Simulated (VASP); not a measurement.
# Cu (C2/m) in VASP: further runs

The runs below take Cu through single point, with PBE.

Program: VASP 6.6.1. These are calculated values, not measurements. Logs are shortened: lines on timing, memory, paths and dates and some standing lists are left out, and cuts for length are marked.

### 1 The cell of the first run

It takes space group C2/m (No. 12, monoclinic). Conventional cell: a = 3.949 Å, b = 2.951 Å, c = 2.760 Å, α = 90.00°, β = 131.70°, γ = 90.00°. Within 3.3 Å of Cu (site symmetry 2/m) lie 14 Cu at 2.47 to 2.95 Å.

### 2 Single point, PBE (strain +0.0450 x Voigt [0, 0, 0, 0, 1, 0])

INCAR

```
  ALGO = Normal
  EDIFF = 1E-6
  ENCUT = 520
  GGA = PE
  ISIF = 2
  ISMEAR = 0
  LASPH = True
  LCHARG = False
  LREAL = False
  LWAVE = False
  NBANDS = 12
  NELM = 100
  PREC = Accurate
  SIGMA = 0.15
```

KPOINTS

```
k-points
0
Gamma
  30 30 30
```

POSCAR

```
Cu
1.0
   -1.4444902177      1.4755302431      1.3463572540
    1.5065702685     -1.4755302431      1.4127561150
    1.4444902177      1.4755302431     -1.3463572540
Cu
1
Direct
    0.0000000000      0.0000000000      0.0000000000
```

Potentials or basis: VASP PAW PBE potentials, release 64 (Cu).

The run is started by

```
cat potpaw_PBE.64/Cu/POTCAR > POTCAR
mpirun -np 1 vasp_std > vasp.out
```

OUTCAR:

```text
EDIFF = 1E-6
   ENCUT = 520
   GGA = PE
   ISIF = 2
   ISMEAR = 0
   LASPH = True
   LREAL = False
   NELM = 100
   PREC = Accurate

 ion  position               nearest neighbor table
   1  0.000  0.000  0.000-

  LATTYP: Found a base centered monoclinic cell.
 ALAT       =     3.9492935289
 B/A-ratio  =     0.7472375666
 C/A-ratio  =     0.6988114864
 COS(beta)  =    -0.6651943042

  Lattice vectors:

 A1 = (   1.4444902177,  -1.4755302431,  -1.3463572540)
 A2 = (   1.4444902177,   1.4755302431,  -1.3463572540)
 A3 = (   0.0620800508,   0.0000000000,   2.7591133690)

Analysis of symmetry for initial positions (statically):
=====================================================================
 Subroutine PRICEL returns:
 Original cell was already a primitive cell.

 Routine SETGRP: Setting up the symmetry group for a
 base centered monoclinic supercell.

 Subroutine GETGRP returns: Found  4 space group operations
 (whereof  4 operations were pure point group operations)
 out of a pool of  4 trial point group operations.

The static configuration has the point symmetry C_2h.

Analysis of symmetry for dynamics (positions and initial velocities):
=====================================================================
 Subroutine PRICEL returns:
 Original cell was already a primitive cell.

 Routine SETGRP: Setting up the symmetry group for a
 base centered monoclinic supercell.

 Subroutine GETGRP returns: Found  4 space group operations
 (whereof  4 operations were pure point group operations)
 out of a pool of  4 trial point group operations.

The dynamic configuration has the point symmetry C_2h.

 Subroutine INISYM returns: Found  4 space group operations
 (whereof  4 operations are pure point group operations),
 and found     1 'primitive' translations

----------------------------------------------------------------------------------------

                                     Primitive cell

  volume of cell :      12.0081

  direct lattice vectors                    reciprocal lattice vectors
    -1.444490218  1.475530243  1.346357254    -0.008158924  0.338861235  0.362618846
     1.506570268 -1.475530243  1.412756115     0.330873946  0.000000000  0.354990607
     1.444490218  1.475530243 -1.346357254     0.339032870  0.338861235 -0.007628240

  length of vectors
     2.465039420  2.538271718  2.465039420     0.496372775  0.485279197  0.479404228

  position of ions in fractional coordinates (direct lattice)
     0.000000000  0.000000000  0.000000000

  ion indices of the primitive-cell ions
   primitive index   ion index
                 1           1

----------------------------------------------------------------------------------------

 KPOINTS: k-points

Automatic generation of k-mesh.
 Grid dimensions read from file:
 generate k-points for:   30   30   30

 Generating k-lattice:

  Cartesian coordinates                     Fractional coordinates (reciprocal lattice)
    -0.000271964  0.011295374  0.012087295     0.033333333  0.000000000  0.000000000
     0.011029132  0.000000000  0.011833020     0.000000000  0.033333333  0.000000000
     0.011301096  0.011295374 -0.000254275     0.000000000 -0.000000000  0.033333333

  Length of vectors
     0.016545759  0.016175973  0.015980141

  Shift w.r.t. Gamma in fractional coordinates (k-lattice)
     0.000000000  0.000000000  0.000000000

 Subroutine IBZKPT returns following result:
 ===========================================

 Found   6992 irreducible k-points:

 Following reciprocal coordinates:
            Coordinates               Weight
  0.000000  0.000000  0.000000      1.000000
  0.033333  0.000000  0.000000      4.000000
  0.066667  0.000000 -0.000000      4.000000
  0.100000  0.000000 -0.000000      4.000000
  0.133333  0.000000 -0.000000      4.000000
  0.166667 -0.000000  0.000000      4.000000
[... 16 lines left out ...]
  0.200000  0.033333 -0.000000      4.000000
  0.233333  0.033333  0.000000      4.000000
 [... further k-points ...]
   k-points           NKPTS =   6992   k-points in BZ     NKDIM =   6992   number of bands    NBANDS=     12
   number of dos      NEDOS =    301   number of ions     NIONS =      1
   total plane-waves  NPLWV =   6480
   dimension x,y,z NGX =    18 NGY =   20 NGZ =   18
   dimension x,y,z NGXF=    36 NGYF=   40 NGZF=   36
   ions per type =               1
   NGX,Y,Z   is equivalent  to a cutoff of  12.14, 13.10, 12.14 a.u.
   NGXF,Y,Z  is equivalent  to a cutoff of  24.28, 26.20, 24.28 a.u.
 SYSTEM =  unknown system
   PREC   = accura    normal or accurate (medium, high low for compatibility)
   ISTART =      0    job   : 0-new  1-cont  2-samecut
   ICHARG =      2    charge: 1-file 2-atom 10-const
   ISPIN  =      1    spin polarized calculation?
   LNONCOLLINEAR =      F non collinear calculations
   LSORBIT =      F    spin-orbit coupling
   LASPH  =      T    aspherical Exc in radial PAW
   ENCUT  =  520.0 eV  38.22 Ry    6.18 a.u.   4.58  4.72  4.58*2*pi/ulx,y,z
   NELM   =    100;   NELMIN=  2; NELMDL= -5     # of ELM steps
   EDIFF  = 0.1E-05   stopping-criterion for ELM
   LREAL  =      F    real-space projection
   EDIFFG = 0.1E-04   stopping-criterion for IOM
   NSW    =      0    number of steps for IOM
   IBRION =     -1    ionic relax: 0-MD 1-quasi-New 2-CG
   NFREE  =      0    steps in history (QN), initial steepest desc. (CG)
   ISIF   =      2    stress and relaxation
   ISYM   =      2    0-nonsym 1-usesym 2-fastsym
   POTIM  = 0.5000    time-step for ionic-motion
   TEBEG  =    0.0;   TEEND  =   0.0 temperature during run
   PSTRESS=    0.0 pullay stress
   NELECT =      11.0000    total number of electrons
   NUPDOWN=      -1.0000    fix difference up-down
   EMIN   =  10.00;   EMAX   =-10.00  energy-range for DOS
   EFERMI =   0.00;   METHOD = LEGACY
   ISMEAR =     0;   SIGMA  =   0.15  broadening in eV -4-tet -1-fermi 0-gaus
   EFERMI_NEDOS =   21; number of points for ismear=-14 and -15
   IALGO  =     38    algorithm
   IMIX   =      4    mixing-type and parameters
     AMIX     =   0.40;   BMIX     =  1.00
     AMIX_MAG =   1.60;   BMIX_MAG =  1.00
  volume/ion in A,a.u.               =      12.01        81.03
  Fermi-wavevector in a.u.,A,eV,Ry     =   1.589939  3.004549 34.394246  2.527906
  Thomas-Fermi vector in A             =   2.688711
   LORBIT       =      0    0 simple, 1 ext, 2 COOP (PROOUT), +10 PAW based schemes
   GGA     = PE    functional components
   LHFCALC =     F    Hartree Fock is set to
   AEXX    =    0.0000 exact exchange contribution
   IVDW    =     0    specifies the selected vdW correction
   LEPSILON=     F    determine dielectric tensor
   LRPA    =     F    only Hartree local field effects (RPA)
 non-spin polarized calculation
 Gauss-broadening in eV      SIGMA  =   0.15
  energy-cutoff  :      520.00
  volume of cell :       12.01
 maximum number of plane-waves:       335
   NGX =  9   NGY =  9   NGZ =  9

 number of electron      11.0000010 magnetization

 Free energy of the ion-electron system (eV)
  ---------------------------------------------------
  ext. energy  EPLUGINS =         0.00000000
  ---------------------------------------------------
  free energy    TOTEN  =        -3.68793159 eV

  energy without entropy =       -3.68430346  energy(sigma->0) =       -3.68611752

 E-fermi :   7.3860     XC(G=0): -12.6293

 val. band max:        7.3854111353   @ k =  -0.4667  -0.0333   0.3667
 cond. band min:       7.3865835951   @ k =   0.5000   0.3333   0.0333
 fundamental gap:      0.0011724598
 Fermi energy:         7.3860441044

 k-point     1 :       0.0000    0.0000    0.0000
  band No.  band energies     occupation
      1      -1.8376      2.00000
      2       4.1039      2.00000
      3       4.4138      2.00000
      4       4.4924      2.00000
      5       5.1684      2.00000
      6       5.4458      2.00000
      7      31.3726      0.00000
      8      31.5164      0.00000
      9      32.9902      0.00000
     10      35.1212      0.00000
     11      35.2635      0.00000
     12      35.3041      0.00000

 k-point     2 :       0.0333    0.0000    0.0000
  band No.  band energies     occupation
      1      -1.7940      2.00000
      2       4.1087      2.00000
      3       4.4164      2.00000
      4       4.4916      2.00000
      5       5.1689      2.00000
      6       5.4392      2.00000
      7      31.2327      0.00000
      8      31.2923      0.00000
      9      32.5620      0.00000
     10      34.2377      0.00000
     11      34.7578      0.00000
     12      35.4429      0.00000

 k-point     3 :       0.0667    0.0000   -0.0000
  band No.  band energies     occupation
      1      -1.6639      2.00000
      2       4.1182      2.00000
      3       4.4240      2.00000
      4       4.4936      2.00000
      5       5.1708      2.00000
      6       5.4209      2.00000
      7      30.5781      0.00000
      8      30.8763      0.00000
      9      31.5119      0.00000
     10      33.0600      0.00000
     11      34.5130      0.00000
     12      35.1741      0.00000

 k-point     4 :       0.1000    0.0000   -0.0000
  band No.  band energies     occupation
      1      -1.4488      2.00000
      2       4.1193      2.00000
      3       4.4271      2.00000
      4       4.5186      2.00000
      5       5.1752      2.00000
      6       5.3951      2.00000
      7      29.2465      0.00000
      8      30.3529      0.00000
      9      30.4779      0.00000
     10      32.0973      0.00000
     11      34.1862      0.00000
     12      34.9249      0.00000

 k-point     5 :       0.1333    0.0000   -0.0000
  band No.  band energies     occupation
      1      -1.1516      2.00000
      2       4.1002      2.00000
      3       4.4114      2.00000
      4       4.5892      2.00000
      5       5.1835      2.00000
      6       5.3677      2.00000
      7      27.5364      0.00000
      8      29.4486      0.00000
      9      29.9022      0.00000
     10      31.2769      0.00000
     11      33.5848      0.00000
     12      35.1164      0.00000
[... 228 lines left out ...]
      1      -0.9408      2.00000
      2       4.0689      2.00000
      3       4.3556      2.00000
      4       4.6790      2.00000
      5       5.2277      2.00000
      6       5.3400      2.00000
      7      26.6221      0.00000
      8      28.2512      0.00000
      9      29.7836      0.00000
     10      31.0206      0.00000
     11      33.5586      0.00000
     12      34.9305      0.00000

 k-point    22 :       0.1667    0.0333    0.0000
  band No.  band energies     occupation
      1      -0.5305      2.00000
      2       4.0231      2.00000
      3       4.3256      2.00000
      4       4.8001      2.00000
      5       5.2403      2.00000
      6       5.3263      2.00000
      7      24.8251      0.00000
      8      27.4456      0.00000
      9      29.0001      0.00000
     10      30.5158      0.00000
     11      33.0619      0.00000
     12      35.2628      0.00000

 k-point    23 :       0.2000    0.0333   -0.0000
  band No.  band energies     occupation
      1      -0.0567      2.00000
      2       3.9638      2.00000
      3       4.2972      2.00000
      4       4.9478      2.00000
      5       5.2433      2.00000
      6       5.3369      2.00000
      7      23.0392      0.00000
      8      26.6643      0.00000
      9      28.2760      0.00000
     10      30.0486      0.00000
     11      32.6112      0.00000
     12      35.7175      0.00000

 k-point    24 :       0.2333    0.0333    0.0000
  band No.  band energies     occupation
      1       0.4638      2.00000
      2       3.8963      2.00000
      3       4.2878      2.00000
      4       5.1130      2.00000
      5       5.2425      2.00000
      6       5.3673      2.00000
      7      21.2916      0.00000
      8      25.9247      0.00000
      9      27.6043      0.00000
     10      29.6345      0.00000
     11      32.2347      0.00000
     12      36.2476      0.00000

 [... further k-points ...]

------------------------ aborting loop because EDIFF is reached ----------------------------------------

  FORCE on cell =-STRESS in cart. coord.  units (eV):
  Direction    XX          YY          ZZ          XY          YZ          ZX
  --------------------------------------------------------------------------------------
  -------------------------------------------------------------------------------------
  Total        0.0567993      0.0792900      0.0566392      0.0000000      0.0000000     -0.2868005
  in kB        7.5784001     10.5792075      7.5570382      0.0000000      0.0000000    -38.2661373
  external PRESSURE =       8.5715486 kB  Pullay stress =       0.0000000 kB

 VOLUME and BASIS-vectors are now :
 -----------------------------------------------------------------------------
  energy-cutoff  :      520.00
  volume of cell :       12.01
      direct lattice vectors                 reciprocal lattice vectors
    -1.444490218  1.475530243  1.346357254    -0.008158924  0.338861235  0.362618846
     1.506570268 -1.475530243  1.412756115     0.330873946  0.000000000  0.354990607
     1.444490218  1.475530243 -1.346357254     0.339032870  0.338861235 -0.007628240

 POSITION                                       TOTAL-FORCE (eV/Angst)
 -----------------------------------------------------------------------------------
      0.00000      0.00000      0.00000         0.000000      0.000000      0.000000
 -----------------------------------------------------------------------------------
    total drift:                                0.000000     -0.000000      0.000000

  FREE ENERGIE OF THE ION-ELECTRON SYSTEM (eV)
  ---------------------------------------------------
  free  energy   TOTEN  =        -3.6879315932 eV

  energy  without entropy=       -3.6843034557  energy(sigma->0) =       -3.68611752
```

Run time: 15 min. Hardware: 1 thread of Intel Xeon Platinum 8259CL at 2.50GHz (Skylake/Cascade Lake), shared host; peak memory 1 GiB.

What came out:

```
Free energy : -3.6879 eV
Pressure    : 0.9 GPa
```

Caveat: the cell differs from its parent crystal (strain +0.0450 x Voigt [0, 0, 0, 0, 1, 0]).

### 3 Single point, PBE (strain -0.0300 x Voigt [0, 0, 0, 0, 1, 0])

INCAR

```
SYSTEM = Cu
PREC = Accurate
ENCUT = 520
EDIFF = 1E-6
ISMEAR = 0
SIGMA = 0.15
LREAL = .FALSE.
LASPH = .TRUE.
NELM = 100
ALGO = Normal
ISIF = 2
LWAVE = .FALSE.
LCHARG = .TRUE.
GGA = PE
LELF = .TRUE.
LVHAR = .TRUE.
NBANDS = 12
```

KPOINTS

```
regular mesh
0
G
  30 30 30
  0 0 0
```

POSCAR

```
Cu
1.0
   -1.4962235934      1.4755302431      1.4016896381
    1.4548368928     -1.4755302431      1.3574237309
    1.4962235934      1.4755302431     -1.4016896381
Cu
1
Direct
    0.0000000000      0.0000000000      0.0000000000
```

Potentials or basis: VASP PAW PBE potentials, release 64 (Cu).

The run is started by

```
cat potpaw_PBE.64/Cu/POTCAR > POTCAR
mpirun -np 1 vasp_std > vasp.out
```

It took 9 min on 1 thread of AMD EPYC 7R13 (Zen 3), shared host; peak memory 0.96 GiB.

It converged, with:

- Free energy: -3.6915 eV
- Pressure: 0.7 GPa

Stress tensor (GPa, compression positive):
```
0.60 0.00 2.50
0.00 0.76 0.00
2.50 0.00 0.66
```

Levels at points of the mesh, in eV from the Fermi level:
| k point | band 3 | band 4 | band 5 | band 6 | band 7 | band 8 | band 9 | band 10 |
| --- | --- | --- | --- | --- | --- | --- | --- | --- |
| (0.00, 0.00, 0.00) | -2.96 | -2.92 | -2.22 | -1.95 | 24.06 | 24.12 | 25.79 | 27.80 |
| (0.50, 0.00, 0.00) | -2.11 | -1.84 | -1.36 | -0.36 | 4.52 | 16.22 | 17.35 | 20.58 |
| (0.00, 0.50, 0.00) | -2.15 | -1.88 | -1.32 | -0.13 | 4.86 | 16.41 | 16.58 | 20.41 |
| (0.50, 0.50, 0.00) | -2.30 | -2.04 | -1.39 | -0.87 | 3.79 | 18.09 | 19.21 | 22.21 |
| (0.50, 0.00, 0.50) | -2.06 | -1.81 | -1.39 | -0.59 | 4.19 | 17.05 | 17.08 | 20.90 |
| (0.50, 0.50, 0.50) | -1.58 | -1.55 | -1.44 | 7.31 | 7.32 | 9.87 | 12.82 | 13.43 |

Caveat: the cell differs from its parent crystal (strain -0.0300 x Voigt [0, 0, 0, 0, 1, 0]).
